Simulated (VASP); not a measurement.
# SmTa3Cl2 (P3m1) in VASP: further runs

SmTa3Cl2 is run at these levels: PBE; tasks: relaxation of cell and atoms, relaxation of shape and atoms at fixed volume.

All numbers are computed with VASP 6.6.1; they aren't measurements. Logs are shortened: lines on timing, memory, paths and dates and some standing lists are left out, and cuts for length are marked.

### Step 1. The cell of the first run

The structure is trigonal, space group P3m1 (No. 156). The conventional cell has a = 4.836 Å, b = 4.836 Å, c = 6.700 Å, α = 90.00°, β = 90.00°, γ = 120.00°. Sm (site symmetry 3m) has 6 Cl at 2.79 to 2.95 Å and 5 Ta at 3.10 to 3.74 Å within 3.8 Å. Within 3.2 Å of Ta (site symmetry 3m) lie 1 Cl at 2.44 Å and 6 Ta at 2.86 to 2.90 Å. Ta (site symmetry 3m) has 1 Cl at 2.48 Å and 6 Ta at 2.80 to 2.90 Å within 3.3 Å. Within 3.7 Å of Ta (site symmetry 3m) lie 6 Ta at 2.80 to 2.86 Å and 2 Sm at 3.10 to 3.60 Å. Within 3.2 Å of Cl (site symmetry 3m) lie 1 Ta at 2.44 Å and 3 Sm at 2.79 Å and 3 Cl at 2.96 Å. Within 3.3 Å of Cl (site symmetry 3m) lie 1 Ta at 2.48 Å and 3 Sm at 2.95 Å and 3 Cl at 2.96 Å.

### Step 2. Relaxation of cell and atoms, PBE

The input, INCAR:

```
  PREC = Accurate
  ENCUT = 500
  EDIFF = 1E-7
  ISMEAR = 0
  SIGMA = 0.1
  LREAL = F
  LASPH = T
  NELM = 200
  ALGO = Normal
  ISIF = 3
  LWAVE = F
  LCHARG = F
  GGA = PE
  IBRION = 2
  NSW = 100
  EDIFFG = -0.01
  GGA_COMPAT = F
  NELMIN = 4
  LMAXMIX = 6
```

The input, KPOINTS:

```
Automatic mesh
0
Gamma
  6 6 6
```

The input, POSCAR:

```
SmTa3Cl2
1.0
    4.8361888763      0.0000000000      0.0000000000
   -2.4180944382      4.1882624244      0.0000000000
    0.0000000000      0.0000000000      6.7004137420
Sm Ta Cl
1 3 2
Direct
    0.6666666667      0.3333333333      0.9486713980
    0.0000000000      0.0000000000      0.5765372644
    0.3333333333      0.6666666667      0.4592693525
    0.6666666667      0.3333333333      0.4855677939
    0.0000000000      0.0000000000      0.9409594438
    0.3333333333      0.6666666667      0.0889947475
```

Potentials or basis: VASP PAW PBE potentials, release 64 (Sm_3, Ta_pv, Cl), 4f in core.

Run with:

```sh
$ cat potpaw_PBE.64/Sm_3/POTCAR potpaw_PBE.64/Ta_pv/POTCAR potpaw_PBE.64/Cl/POTCAR > POTCAR
$ mpirun -np 1 vasp_std > vasp.out
```

OUTCAR:

```text
PREC = Accurate
   ENCUT = 500
   EDIFF = 1E-7
   ISMEAR = 0
   LREAL = F
   LASPH = T
   NELM = 200
   ISIF = 3
   GGA = PE
   IBRION = 2
   NSW = 100
   EDIFFG = -0.01
   NELMIN = 4

 ion  position               nearest neighbor table
   1  0.667  0.333  0.949-   5 2.79   5 2.79   5 2.79   6 2.95   6 2.95   6 2.95   4 3.10   4 3.60

   2  0.000  0.000  0.577-   5 2.44   4 2.86   4 2.86   4 2.86   3 2.90   3 2.90   3 2.90
   3  0.333  0.667  0.459-   6 2.48   4 2.80   4 2.80   4 2.80   2 2.90   2 2.90   2 2.90
   4  0.667  0.333  0.486-   3 2.80   3 2.80   3 2.80   2 2.86   2 2.86   2 2.86   1 3.10   1 3.60

   5  0.000  0.000  0.941-   2 2.44   1 2.79   1 2.79   1 2.79
   6  0.333  0.667  0.089-   3 2.48   1 2.95   1 2.95   1 2.95

  LATTYP: Found a hexagonal cell.
 ALAT       =     4.8361888763
 C/A-ratio  =     1.3854739576

  Lattice vectors:

 A1 = (   4.8361888763,   0.0000000000,   0.0000000000)
 A2 = (  -2.4180944382,   4.1882624244,   0.0000000000)
 A3 = (   0.0000000000,   0.0000000000,   6.7004137420)

Analysis of symmetry for initial positions (statically):
=====================================================================
 Subroutine PRICEL returns:
 Original cell was already a primitive cell.

 Routine SETGRP: Setting up the symmetry group for a
 hexagonal supercell.

 Subroutine GETGRP returns: Found  6 space group operations
 (whereof  6 operations were pure point group operations)
 out of a pool of 24 trial point group operations.

The static configuration has the point symmetry C_3v.

Analysis of symmetry for dynamics (positions and initial velocities):
=====================================================================
 Subroutine PRICEL returns:
 Original cell was already a primitive cell.

 Routine SETGRP: Setting up the symmetry group for a
 hexagonal supercell.

 Subroutine GETGRP returns: Found  6 space group operations
 (whereof  6 operations were pure point group operations)
 out of a pool of 24 trial point group operations.

The dynamic configuration has the point symmetry C_3v.

 Subroutine INISYM returns: Found  6 space group operations
 (whereof  6 operations are pure point group operations),
 and found     1 'primitive' translations

----------------------------------------------------------------------------------------

                                     Primitive cell

  volume of cell :     135.7184

  direct lattice vectors                    reciprocal lattice vectors
     4.836188876  0.000000000  0.000000000     0.206774389  0.119381249  0.000000000
    -2.418094438  4.188262424  0.000000000     0.000000000  0.238762498  0.000000000
     0.000000000  0.000000000  6.700413742     0.000000000  0.000000000  0.149244515

  length of vectors
     4.836188876  4.836188876  6.700413742     0.238762498  0.238762498  0.149244515

  position of ions in fractional coordinates (direct lattice)
     0.666666667  0.333333333  0.948671398
     0.000000000  0.000000000  0.576537264
     0.333333333  0.666666667  0.459269353
     0.666666667  0.333333333  0.485567794
     0.000000000  0.000000000  0.940959444
     0.333333333  0.666666667  0.088994748

  ion indices of the primitive-cell ions
   primitive index   ion index
                 1           1
                 2           2
                 3           3
                 4           4
                 5           5
                 6           6

----------------------------------------------------------------------------------------

 KPOINTS: Automatic mesh

Automatic generation of k-mesh.
 Grid dimensions read from file:
 generate k-points for:    6    6    6

 Generating k-lattice:

  Cartesian coordinates                     Fractional coordinates (reciprocal lattice)
     0.034462398  0.019896875  0.000000000     0.166666667 -0.000000000  0.000000000
     0.000000000  0.039793750  0.000000000     0.000000000  0.166666667  0.000000000
     0.000000000  0.000000000  0.024874086     0.000000000  0.000000000  0.166666667

  Length of vectors
     0.039793750  0.039793750  0.024874086

  Shift w.r.t. Gamma in fractional coordinates (k-lattice)
     0.000000000  0.000000000  0.000000000

 Subroutine IBZKPT returns following result:
 ===========================================

 Found     34 irreducible k-points:

 Following reciprocal coordinates:
            Coordinates               Weight
  0.000000  0.000000  0.000000      1.000000
  0.166667  0.000000  0.000000      6.000000
  0.333333  0.000000  0.000000      6.000000
  0.500000  0.000000  0.000000      3.000000
  0.166667  0.166667  0.000000      6.000000
  0.333333  0.166667  0.000000     12.000000
[... 16 lines left out ...]
  0.500000  0.000000  0.333333      6.000000
  0.166667  0.166667  0.333333     12.000000
 [... further k-points ...]
   k-points           NKPTS =     34   k-points in BZ     NKDIM =     34   number of bands    NBANDS=     34
   number of dos      NEDOS =    301   number of ions     NIONS =      6
   total plane-waves  NPLWV =  64800
   dimension x,y,z NGX =    36 NGY =   36 NGZ =   50
   dimension x,y,z NGXF=    72 NGYF=   72 NGZF=  100
   ions per type =               1   3   2
   NGX,Y,Z   is equivalent  to a cutoff of  12.38, 12.38, 12.41 a.u.
   NGXF,Y,Z  is equivalent  to a cutoff of  24.75, 24.75, 24.81 a.u.
 SYSTEM =  unknown system
   PREC   = accura    normal or accurate (medium, high low for compatibility)
   ISTART =      0    job   : 0-new  1-cont  2-samecut
   ICHARG =      2    charge: 1-file 2-atom 10-const
   ISPIN  =      1    spin polarized calculation?
   LNONCOLLINEAR =      F non collinear calculations
   LSORBIT =      F    spin-orbit coupling
   LASPH  =      T    aspherical Exc in radial PAW
   ENCUT  =  500.0 eV  36.75 Ry    6.06 a.u.   8.82  8.82 12.22*2*pi/ulx,y,z
   NELM   =    200;   NELMIN=  4; NELMDL= -5     # of ELM steps
   EDIFF  = 0.1E-06   stopping-criterion for ELM
   LREAL  =      F    real-space projection
   EDIFFG = -.1E-01   stopping-criterion for IOM
   NSW    =    100    number of steps for IOM
   IBRION =      2    ionic relax: 0-MD 1-quasi-New 2-CG
   NFREE  =      1    steps in history (QN), initial steepest desc. (CG)
   ISIF   =      3    stress and relaxation
   ISYM   =      2    0-nonsym 1-usesym 2-fastsym
   POTIM  = 0.5000    time-step for ionic-motion
   TEBEG  =    0.0;   TEEND  =   0.0 temperature during run
   PSTRESS=    0.0 pullay stress
   NELECT =      58.0000    total number of electrons
   NUPDOWN=      -1.0000    fix difference up-down
   EMIN   =  10.00;   EMAX   =-10.00  energy-range for DOS
   EFERMI =   0.00;   METHOD = LEGACY
   ISMEAR =     0;   SIGMA  =   0.10  broadening in eV -4-tet -1-fermi 0-gaus
   EFERMI_NEDOS =   21; number of points for ismear=-14 and -15
   IALGO  =     38    algorithm
   IMIX   =      4    mixing-type and parameters
     AMIX     =   0.40;   BMIX     =  1.00
     AMIX_MAG =   1.60;   BMIX_MAG =  1.00
  volume/ion in A,a.u.               =      22.62       152.65
  Fermi-wavevector in a.u.,A,eV,Ry     =   1.233118  2.330255 20.688741  1.520580
  Thomas-Fermi vector in A             =   2.367861
   LORBIT       =      0    0 simple, 1 ext, 2 COOP (PROOUT), +10 PAW based schemes
   GGA     = PE    functional components
   LHFCALC =     F    Hartree Fock is set to
   AEXX    =    0.0000 exact exchange contribution
   IVDW    =     0    specifies the selected vdW correction
   LEPSILON=     F    determine dielectric tensor
   LRPA    =     F    only Hartree local field effects (RPA)
 conjugate gradient relaxation of ions
 non-spin polarized calculation
 Gauss-broadening in eV      SIGMA  =   0.10
  energy-cutoff  :      500.00
  volume of cell :      135.72
 maximum number of plane-waves:      3472
 NGX is ok and might be reduce to    36
   NGX = 17   NGY = 17   NGZ = 25

--------------------------------------- Ionic step        1  -------------------------------------------

 number of electron      58.0000003 magnetization

 Free energy of the ion-electron system (eV)
  ---------------------------------------------------
  ext. energy  EPLUGINS =         0.00000000
  ---------------------------------------------------
  free energy    TOTEN  =       -45.16136540 eV

  energy without entropy =      -45.13724123  energy(sigma->0) =      -45.14930332

------------------------ aborting loop because EDIFF is reached ----------------------------------------

  FORCE on cell =-STRESS in cart. coord.  units (eV):
  Direction    XX          YY          ZZ          XY          YZ          ZX
  --------------------------------------------------------------------------------------
  -------------------------------------------------------------------------------------
  Total        0.0032413      0.0032413      0.0634950     -0.0000000      0.0000000      0.0000000
  in kB        0.0382639      0.0382639      0.7495684     -0.0000000      0.0000000      0.0000000
  external PRESSURE =       0.2753654 kB  Pullay stress =       0.0000000 kB

 VOLUME and BASIS-vectors are now :
 -----------------------------------------------------------------------------
  energy-cutoff  :      500.00
  volume of cell :      135.72
      direct lattice vectors                 reciprocal lattice vectors
     4.836188876  0.000000000  0.000000000     0.206774389  0.119381249  0.000000000
    -2.418094438  4.188262424  0.000000000     0.000000000  0.238762498  0.000000000
     0.000000000  0.000000000  6.700413742     0.000000000  0.000000000  0.149244515
[... 241 lines left out ...]
 POSITION                                       TOTAL-FORCE (eV/Angst)
 -----------------------------------------------------------------------------------
      2.41935      1.39681      6.34349         0.000000     -0.000000     -0.008457
     -0.00000      0.00000      3.85286         0.000000     -0.000000     -0.016204
     -0.00000      2.79363      3.08230         0.000000     -0.000000     -0.003490
      2.41935      1.39681      3.24143        -0.000000      0.000000      0.003070
     -0.00000      0.00000      6.29479        -0.000000      0.000000      0.015032
     -0.00000      2.79363      0.59406        -0.000000      0.000000      0.010049
 -----------------------------------------------------------------------------------
    total drift:                                0.000000     -0.000000     -0.000022

  FREE ENERGIE OF THE ION-ELECTRON SYSTEM (eV)
  ---------------------------------------------------
  free  energy   TOTEN  =       -45.1619390942 eV

  energy  without entropy=      -45.1384880725  energy(sigma->0) =      -45.15021358

--------------------------------------- Ionic step        8  -------------------------------------------

 number of electron      58.0000004 magnetization

 Free energy of the ion-electron system (eV)
  ---------------------------------------------------
  ext. energy  EPLUGINS =         0.00000000
  ---------------------------------------------------
  free energy    TOTEN  =       -45.16196724 eV

  energy without entropy =      -45.13855526  energy(sigma->0) =      -45.15026125

 E-fermi :   4.6685     XC(G=0): -10.6140

 val. band max:        4.6274299889   @ k =   0.1667   0.1667   0.5000
 cond. band min:       4.6817167061   @ k =   0.3333   0.3333   0.5000
 fundamental gap:      0.0542867172
 Fermi energy:         4.6684830423

 k-point     1 :       0.0000    0.0000    0.0000
  band No.  band energies     occupation
      1     -37.1610      2.00000
      2     -29.7862      2.00000
      3     -29.7452      2.00000
      4     -29.6581      2.00000
      5     -29.6581      2.00000
      6     -29.5615      2.00000
[... 877 lines left out ...]
     33       6.6118      0.00000
     34       6.8045      0.00000

 [... further k-points ...]

------------------------ aborting loop because EDIFF is reached ----------------------------------------

  FORCE on cell =-STRESS in cart. coord.  units (eV):
  Direction    XX          YY          ZZ          XY          YZ          ZX
  --------------------------------------------------------------------------------------
  -------------------------------------------------------------------------------------
  Total        0.0017060      0.0017060      0.0027958     -0.0000000      0.0000000      0.0000000
  in kB        0.0201633      0.0201633      0.0330434     -0.0000000      0.0000000      0.0000000
  external PRESSURE =       0.0244567 kB  Pullay stress =       0.0000000 kB

 VOLUME and BASIS-vectors are now :
 -----------------------------------------------------------------------------
  energy-cutoff  :      500.00
  volume of cell :      135.56
      direct lattice vectors                 reciprocal lattice vectors
     4.838357388 -0.000000000 -0.000000000     0.206681714  0.119327743  0.000000000
    -2.419178694  4.190140411  0.000000000     0.000000000  0.238655487 -0.000000000
    -0.000000000  0.000000000  6.686574614     0.000000000 -0.000000000  0.149553405

 POSITION                                       TOTAL-FORCE (eV/Angst)
 -----------------------------------------------------------------------------------
      2.41918      1.39671      6.34113         0.000000     -0.000000     -0.004466
     -0.00000      0.00000      3.85062        -0.000000      0.000000      0.003013
     -0.00000      2.79343      3.08181        -0.000000      0.000000      0.000102
      2.41918      1.39671      3.24039         0.000000     -0.000000     -0.001271
      4.83836     -0.00000      6.29428        -0.000000      0.000000      0.000641
     -0.00000      2.79343      0.59478        -0.000000      0.000000      0.001981
 -----------------------------------------------------------------------------------
    total drift:                                0.000000     -0.000000      0.000099

  FREE ENERGIE OF THE ION-ELECTRON SYSTEM (eV)
  ---------------------------------------------------
  free  energy   TOTEN  =       -45.1619672375 eV

  energy  without entropy=      -45.1385552616  energy(sigma->0) =      -45.15026125

 reached required accuracy - stopping structural energy minimisation
```

Wall time 12 min (1 thread of Intel Xeon Platinum 8259CL at 2.50GHz (Skylake/Cascade Lake), shared host); peak memory 0.35 GiB.

What came out:

```
Free energy                           : -45.1620 eV
Relaxed volume                        : 22.59 Å³/atom
Relaxed cell                          : a = 4.838 Å, b = 4.838 Å, c = 6.687 Å, α = 90.00°, β = 90.00°, γ = 120.00°
Space group after relaxing (to 0.1 Å) : P3m1 (No. 156)
Energy gained by relaxing             : 0.1 meV/atom
Ionic steps                           : 8
Pressure after relaxing               : 0.0 GPa
Largest force after relaxing          : 0.004 eV/Å
Band gap on the k mesh                : zero (bands 29 and 30 overlap by 0.83 eV)
```

Forces on the atoms (eV/Å):
```
Sm   0.000  0.000 -0.004
Ta   0.000  0.000  0.003
Ta   0.000  0.000  0.000
Ta   0.000  0.000 -0.001
Cl   0.000  0.000  0.001
Cl   0.000  0.000  0.002
```

Step by step:
```csv
step,energy change (eV),largest force (eV/Å),pressure (GPa),volume (Å³)
1,0.0000,0.0816,0.03,135.72
2,-0.0003,0.0260,-0.05,135.79
3,-0.0003,0.0215,-0.06,135.80
4,-0.0005,0.0161,0.00,135.67
5,-0.0005,0.0187,0.06,135.55
6,-0.0006,0.0154,-0.06,135.64
7,-0.0006,0.0162,-0.03,135.61
8,-0.0006,0.0045,0.00,135.56
```

Final structure:
```
Sm Ta Cl
1.0
     4.83836    0.00000    0.00000
    -2.41918    4.19014    0.00000
     0.00000    0.00000    6.68657
Sm Ta Cl
1 3 2
Direct
  0.66667 0.33333 0.94834
  0.00000 0.00000 0.57587
  0.33333 0.66667 0.46090
  0.66667 0.33333 0.48461
  0.00000 0.00000 0.94133
  0.33333 0.66667 0.08895
```

Levels at points of the mesh, in eV from the Fermi level:
| k point | band 27 | band 28 | band 29 | band 30 | band 31 | band 32 |
| --- | --- | --- | --- | --- | --- | --- |
| (0.00, 0.00, 0.00) | -1.00 | -0.46 | 0.31 | 0.31 | 0.89 | 0.89 |
| (0.50, 0.00, 0.00) | -0.87 | -0.81 | -0.54 | -0.41 | 1.58 | 1.60 |
| (0.00, 0.00, 0.50) | -0.99 | 0.42 | 0.42 | 0.49 | 0.68 | 0.68 |
| (0.50, 0.00, 0.50) | -0.90 | -0.80 | -0.51 | 0.54 | 1.00 | 1.45 |

Caveat: spin-orbit coupling is left out, which moves the levels of the heavy elements; the 4f electrons are frozen in the core, so they carry no moment and show no levels; the run has no spin polarisation, though such a crystal can be magnetic. Spin polarisation is off, so any magnetic state and its effect on volume and gap are missing.

(Part 1 of 2 ends here.)

The gap in the log of VASP goes by the Fermi energy; the results here count the filled bands.